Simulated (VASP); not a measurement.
# Cu (I4/mmm) in VASP: notebook

Runs on Cu. Level: PBEsol. Tasks: elastic constants.

All numbers are computed with VASP 6.6.1; they aren't measurements. Logs are shortened: lines on timing, memory, paths and dates and some standing lists are left out, and cuts for length are marked.

## (1) The cell of the first run

It takes space group I4/mmm (No. 139, tetragonal). The conventional cell has a = 2.846 Å, b = 2.846 Å, c = 2.714 Å, α = 90.00°, β = 90.00°, γ = 90.00°. Within 3.2 Å of Cu (site symmetry 4/mmm) lie 14 Cu at 2.43 to 2.85 Å.

## (2) Elastic constants, PBEsol

INCAR

```
ALGO = Fast
EDIFF = 1E-8
ENCUT = 600
GGA = PS
IBRION = 6
ISIF = 3
ISMEAR = -1
LASPH = T
LCHARG = F
LREAL = F
LWAVE = F
NBANDS = 12
NELM = 100
NFREE = 2
NSW = 1
POTIM = 0.015
PREC = Accurate
SIGMA = 0.15
```

KPOINTS

```
k-points
0
Gamma
  24 24 24
```

POSCAR

```
Cu
1.0
   -1.4230554390      1.4230554390      1.3569064082
    1.4230554390     -1.4230554390      1.3569064082
    1.4230554390      1.4230554390     -1.3569064082
Cu
1
Direct
    0.0000000000      0.0000000000      0.0000000000
```

Potentials or basis: VASP PAW PBE potentials, release 64 (Cu).

Started as:

```
> cat potpaw_PBE.64/Cu/POTCAR > POTCAR
> mpirun -np 1 vasp_std > vasp.out
```

OUTCAR:

```text
EDIFF = 1E-8
   ENCUT = 600
   GGA = PS
   IBRION = 6
   ISIF = 3
   ISMEAR = -1
   LASPH = T
   LREAL = F
   NELM = 100
   NFREE = 2
   NSW = 1
   POTIM = 0.015
   PREC = Accurate

 ion  position               nearest neighbor table
   1  0.000  0.000  0.000-

  LATTYP: Found a body centered tetragonal cell.
 ALAT       =     2.8461108780
 C/A-ratio  =     0.9535161955

  Lattice vectors:

 A1 = (  -1.4230554390,   1.4230554390,   1.3569064082)
 A2 = (   1.4230554390,  -1.4230554390,   1.3569064082)
 A3 = (   1.4230554390,   1.4230554390,  -1.3569064082)

Analysis of symmetry for initial positions (statically):
=====================================================================
 Subroutine PRICEL returns:
 Original cell was already a primitive cell.

 Routine SETGRP: Setting up the symmetry group for a
 body centered tetragonal supercell.

 Subroutine GETGRP returns: Found 16 space group operations
 (whereof 16 operations were pure point group operations)
 out of a pool of 16 trial point group operations.

The static configuration has the point symmetry D_4h.

Analysis of symmetry for dynamics (positions and initial velocities):
=====================================================================
 Subroutine PRICEL returns:
 Original cell was already a primitive cell.

 Routine SETGRP: Setting up the symmetry group for a
 body centered tetragonal supercell.

 Subroutine GETGRP returns: Found 16 space group operations
 (whereof 16 operations were pure point group operations)
 out of a pool of 16 trial point group operations.

The dynamic configuration has the point symmetry D_4h.

 Subroutine INISYM returns: Found 16 space group operations
 (whereof 16 operations are pure point group operations),
 and found     1 'primitive' translations

----------------------------------------------------------------------------------------

                                     Primitive cell

  volume of cell :      10.9914

  direct lattice vectors                    reciprocal lattice vectors
    -1.423055439  1.423055439  1.356906408     0.000000000  0.351356656  0.368485252
     1.423055439 -1.423055439  1.356906408     0.351356656  0.000000000  0.368485252
     1.423055439  1.423055439 -1.356906408     0.351356656  0.351356656  0.000000000

  length of vectors
     2.427214157  2.427214157  2.427214157     0.509149173  0.509149173  0.496893348

  position of ions in fractional coordinates (direct lattice)
     0.000000000  0.000000000  0.000000000

  ion indices of the primitive-cell ions
   primitive index   ion index
                 1           1

----------------------------------------------------------------------------------------

 KPOINTS: k-points

Automatic generation of k-mesh.
 Grid dimensions read from file:
 generate k-points for:   24   24   24

 Generating k-lattice:

  Cartesian coordinates                     Fractional coordinates (reciprocal lattice)
     0.000000000  0.014639861  0.015353552     0.041666667  0.000000000  0.000000000
     0.014639861  0.000000000  0.015353552     0.000000000  0.041666667  0.000000000
     0.014639861  0.014639861  0.000000000     0.000000000  0.000000000  0.041666667

  Length of vectors
     0.021214549  0.021214549  0.020703889

[... 98 lines left out ...]
  ext. energy  EPLUGINS =         0.00000000
  ---------------------------------------------------
  free energy    TOTEN  =        -4.27350605 eV

  energy without entropy =       -4.25060937  energy(sigma->0) =       -4.26205771

------------------------ aborting loop because EDIFF is reached ----------------------------------------

  FORCE on cell =-STRESS in cart. coord.  units (eV):
  Direction    XX          YY          ZZ          XY          YZ          ZX
  --------------------------------------------------------------------------------------
  -------------------------------------------------------------------------------------
  Total        0.4670307      0.4670307      0.4684290      0.0000000      0.0000000      0.0000000
  in kB       68.0773278     68.0773278     68.2811535      0.0000000      0.0000000      0.0000000
  external PRESSURE =      68.1452697 kB  Pullay stress =       0.0000000 kB
[... 86 lines left out ...]
  FREE ENERGIE OF THE ION-ELECTRON SYSTEM (eV)
  ---------------------------------------------------
  free  energy   TOTEN  =        -4.2650441963 eV

  energy  without entropy=       -4.2424185431  energy(sigma->0) =       -4.25373137

[... ionic steps 4 to 14 ...]

--------------------------------------- Ionic step       15  -------------------------------------------

 number of electron      11.0000004 magnetization

------------------------ aborting loop because EDIFF is reached ----------------------------------------
[... 65 lines left out ...]
--------------------------------------- Ionic step       17  -------------------------------------------

 number of electron      10.9999997 magnetization

 Free energy of the ion-electron system (eV)
  ---------------------------------------------------
  ext. energy  EPLUGINS =         0.00000000
  ---------------------------------------------------
  free energy    TOTEN  =        -4.27350126 eV

  energy without entropy =       -4.25060465  energy(sigma->0) =       -4.26205296

 E-fermi :   8.3220     XC(G=0): -13.3344

 val. band max:        8.3194039653   @ k =  -0.4167   0.5000   0.0417
 cond. band min:       8.3253472530   @ k =  -0.3333   0.3333   0.2917
 fundamental gap:      0.0059432877
 Fermi energy:         8.3219987866

 k-point     1 :       0.0000    0.0000    0.0000
  band No.  band energies     occupation
      1      -1.6237      2.00000
      2       4.8458      2.00000
      3       5.0564      2.00000
      4       5.0564      2.00000
      5       5.9899      2.00000
      6       6.2144      2.00000
      7      33.5841      0.00000
      8      33.5842      0.00000
      9      34.8519      0.00000
     10      37.9001      0.00000
     11      38.1815      0.00000
     12      38.1816      0.00000
[... 331 lines left out ...]
 k-point    24 :       0.4583    0.0417   -0.0000
  band No.  band energies     occupation
      1       2.8881      2.00000
      2       4.1097      2.00000
      3       6.0543      2.00000
      4       6.2722      2.00000
      5       6.7484      1.99994
      6       7.8593      1.91252
      7      13.3846      0.00000
      8      25.4018      0.00000
      9      26.1538      0.00000
     10      30.6571      0.00000
     11      33.8965      0.00000
     12      42.7273      0.00000

 [... further k-points ...]

------------------------ aborting loop because EDIFF is reached ----------------------------------------

  FORCE on cell =-STRESS in cart. coord.  units (eV):
  Direction    XX          YY          ZZ          XY          YZ          ZX
  --------------------------------------------------------------------------------------
  -------------------------------------------------------------------------------------
  Total        0.4688412      0.4688412      0.4702043      0.0000000      0.0000000      0.0000000
  in kB       68.3412313     68.3412313     68.5399336      0.0000000      0.0000000      0.0000000
  external PRESSURE =      68.4074654 kB  Pullay stress =       0.0000000 kB
[... 16 lines left out ...]
  FREE ENERGIE OF THE ION-ELECTRON SYSTEM (eV)
  ---------------------------------------------------
  free  energy   TOTEN  =        -4.2735012636 eV

  energy  without entropy=       -4.2506046475  energy(sigma->0) =       -4.26205296

 INTERNAL STRAIN TENSORS FROM STRAINED CELLS
 ============================================

 INTERNAL STRAIN TENSOR FOR ION    1 for displacements in x,y,z  (eV/Angst):
          X           Y           Z          XY          YZ          ZX
  --------------------------------------------------------------------------------
  x     0.00000     0.00000    -0.00000    -0.00000    -0.00000     0.00000
  y    -0.00000    -0.00000     0.00000     0.00000    -0.00000    -0.00000
  z     0.00000    -0.00000    -0.00000     0.00000    -0.00000     0.00000

 INTERNAL STRAIN TENSORS FROM DISPLACED ATOMS
 ============================================

 INTERNAL STRAIN TENSOR FOR ION    1 for displacements in x,y,z  (eV/Angst):
          X           Y           Z          XY          YZ          ZX
  --------------------------------------------------------------------------------
  x     0.00000     0.00000     0.00000     0.00000     0.00000     0.00000
  y     0.00000     0.00000     0.00000     0.00000     0.00000     0.00000
  z     0.00000     0.00000     0.00000     0.00000     0.00000     0.00000

 Eigenvectors and eigenvalues of the dynamical matrix
 ----------------------------------------------------

   1 f/i=    0.000000 THz     0.000000 2PiTHz    0.000000 cm-1     0.000000 meV
             X         Y         Z           dx          dy          dz
      0.000000  0.000000  0.000000     0.000000    1.000000    0.000000

   2 f/i=    0.000000 THz     0.000000 2PiTHz    0.000000 cm-1     0.000000 meV
             X         Y         Z           dx          dy          dz
      0.000000  0.000000  0.000000     1.000000    0.000000    0.000000

   3 f/i=    0.000000 THz     0.000000 2PiTHz    0.000000 cm-1     0.000000 meV
             X         Y         Z           dx          dy          dz
      0.000000  0.000000  0.000000     0.000000    0.000000    1.000000

--------------------------------------------------------------------------------------------------------

 ELASTIC MODULI CONTR FROM IONIC RELAXATION (kBar)
 Direction    XX          YY          ZZ          XY          YZ          ZX
 --------------------------------------------------------------------------------
 XX           0.0000      0.0000      0.0000      0.0000      0.0000      0.0000
 YY           0.0000      0.0000      0.0000      0.0000      0.0000      0.0000
 ZZ           0.0000      0.0000      0.0000      0.0000      0.0000      0.0000
 XY           0.0000      0.0000      0.0000      0.0000      0.0000      0.0000
 YZ           0.0000      0.0000      0.0000      0.0000      0.0000      0.0000
 ZX           0.0000      0.0000      0.0000      0.0000      0.0000      0.0000
 --------------------------------------------------------------------------------

 TOTAL ELASTIC MODULI (kBar)
 Direction    XX          YY          ZZ          XY          YZ          ZX
 --------------------------------------------------------------------------------
 XX        1782.6764   2045.7019   1874.7250      0.0000     -0.0000      0.0000
 YY        2045.7019   1782.6764   1874.7250      0.0000      0.0000      0.0000
 ZZ        1874.7250   1874.7250   2005.4869      0.0000     -0.0000      0.0000
 XY           0.0000      0.0000      0.0000   1385.1932      0.0000      0.0000
 YZ          -0.0000      0.0000     -0.0000      0.0000   1218.1550      0.0000
 ZX           0.0000      0.0000      0.0000      0.0000      0.0000   1218.1549
 --------------------------------------------------------------------------------
```

Run time: 82 min. Hardware: 1 thread of AMD EPYC 9755, shared host; peak memory 0.99 GiB.

What came out:

```yaml
Voigt_bulk_modulus: 191 GPa
```

Elastic tensor in Voigt notation (GPa, in the Cartesian axes of the cell as first typed):
```
178 205 187   0   0   0
205 178 187   0   0   0
187 187 201   0   0   0
  0   0   0 122   0   0
  0   0   0   0 122   0
  0   0   0   0   0 139
```

Clamped-ion elastic tensor (GPa):
```
178 205 187   0   0   0
205 178 187   0   0   0
187 187 201   0   0   0
  0   0   0 122   0   0
  0   0   0   0 122   0
  0   0   0   0   0 139
```

Caveat: the cell is under stress, which shifts elastic constants; the elastic tensor has a negative eigenvalue, so either the cell is unstable as it stands or the mesh is too thin; the PAW data sets were made with another functional, which shifts forces and pressure a little.

## (3) Elastic constants, PBEsol

This run uses another cell than the first one, of 11.37 Å³/atom.

INCAR

```
SYSTEM = Cu
PREC     = Accurate       ! precision mode
ENCUT    = 600            ! plane-wave cutoff, eV
EDIFF    = 1E-8           ! SCF threshold, eV
ISMEAR   = -1             ! smearing method
SIGMA    = 0.15           ! smearing width, eV
LREAL    = .False.        ! projectors in reciprocal space
LASPH    = .True.         ! aspherical terms in the spheres
NELM     = 100            ! most SCF steps
ALGO     = Normal         ! electronic algorithm
ISIF     = 3              ! what is computed and relaxed
LWAVE    = .False.        ! write WAVECAR
LCHARG   = .False.        ! write CHGCAR
GGA      = PS             ! functional
IBRION   = 6              ! ionic algorithm
NFREE    = 2            
POTIM    = 0.015          ! step
NSW      = 1              ! ionic steps
```

KPOINTS

```
regular mesh
0
Gamma
  24 24 24
  0 0 0
```

POSCAR

```
Cu
1.0
   -1.4441399123      1.4441399123      1.3626454400
    1.4441399123     -1.4441399123      1.3626454400
    1.4441399123      1.4441399123     -1.3626454400
Cu
1
Direct
    0.0000000000      0.0000000000      0.0000000000
```

Potentials or basis: VASP PAW PBE potentials, release 64 (Cu).

Started as:

```
> cat potpaw_PBE.64/Cu/POTCAR > POTCAR
> mpirun -np 1 vasp_std > vasp.out
```

Wall time 48 min (1 thread of Oxide Virtual Turin-like, shared host); peak memory 0.92 GiB.

The run converged. Its results:

```
Voigt bulk modulus : 164 GPa
```

Elastic tensor in Voigt notation (GPa, in the Cartesian axes of the cell as first typed):
```
150 179 161   0   0   0
179 150 161   0   0   0
161 161 178   0   0   0
  0   0   0 105   0   0
  0   0   0   0 105   0
  0   0   0   0   0 124
```

Clamped-ion elastic tensor (GPa):
```
150 179 161   0   0   0
179 150 161   0   0   0
161 161 178   0   0   0
  0   0   0 105   0   0
  0   0   0   0 105   0
  0   0   0   0   0 124
```

Caveat: the elastic tensor has a negative eigenvalue, so either the cell is unstable as it stands or the mesh is too thin; the PAW data sets were made with another functional, which shifts forces and pressure a little.
